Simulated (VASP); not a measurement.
Write the native input for VASP 6.6.1 that does the following.

```yaml
Task: single point
Functional: LDA
Potentials_or_basis: VASP PAW LDA potentials, release 64 (Te, Mo_sv)
Cutoff: 520 eV
k_mesh: 4 × 8 × 1
Occupations: fermi-dirac, width 0.05 eV
Spin: no spin polarisation
Dipole_correction: no
Further_INCAR_settings: ALGO = Normal; EDIFF = 1e-06; NBANDS = 35
```

The structure of Te2Mo lies in POSCAR:

```
Te2Mo
1.0
    6.3616090156      0.0000000000      0.0000000000
    0.0000000000      3.4804030600      0.0000000000
   -0.0857412231      0.0000000000     36.1758904685
Te Mo
4 2
Direct
    0.4292511000      0.7500000000      0.5407035800
    0.5707489000      0.2500000000      0.4592964200
    0.9208478700      0.2500000000      0.5565273200
    0.0791521300      0.7500000000      0.4434726800
    0.1813475600      0.2500000000      0.4974653700
    0.8186524400      0.7500000000      0.5025346300
```

The input as run:

INCAR

```
ALGO     = Normal         # electronic algorithm
EDIFF    = 1E-6           # SCF threshold, eV
ENCUT    = 520            # plane-wave cutoff, eV
ISIF     = 2              # what is computed and relaxed
ISMEAR   = -1             # smearing method
LASPH    = True           # aspherical terms in the spheres
LCHARG   = False          # write CHGCAR
LREAL    = False          # projectors in reciprocal space
LWAVE    = False          # write WAVECAR
NBANDS   = 35             # bands
NELM     = 80             # most SCF steps
PREC     = Accurate       # precision mode
SIGMA    = 0.05           # smearing width, eV
```

KPOINTS

```
k-points
0
Gamma
  4 8 1
```

Potentials or basis: VASP PAW LDA potentials, release 64 (Te, Mo_sv).

Run with:

```console
$ cat potpaw_LDA.64/Te/POTCAR potpaw_LDA.64/Mo_sv/POTCAR > POTCAR
$ mpirun -np 1 vasp_std > vasp.out
```

Results of the run:

| Item | Value |
| --- | --- |
| Largest force | 0.430 eV/Å |
| Band gap on the k mesh | zero (band 26 reaches -2.27 eV, above the bottom of band 27 at -2.45 eV) |

Caveat: spin-orbit coupling is left out, which moves the levels of the heavy elements.

It took 8.6 min on 1 thread of Intel(R) Xeon(R) Platinum 8488C (Sapphire Rapids), with other jobs on the host, peak memory 0.76 GiB.
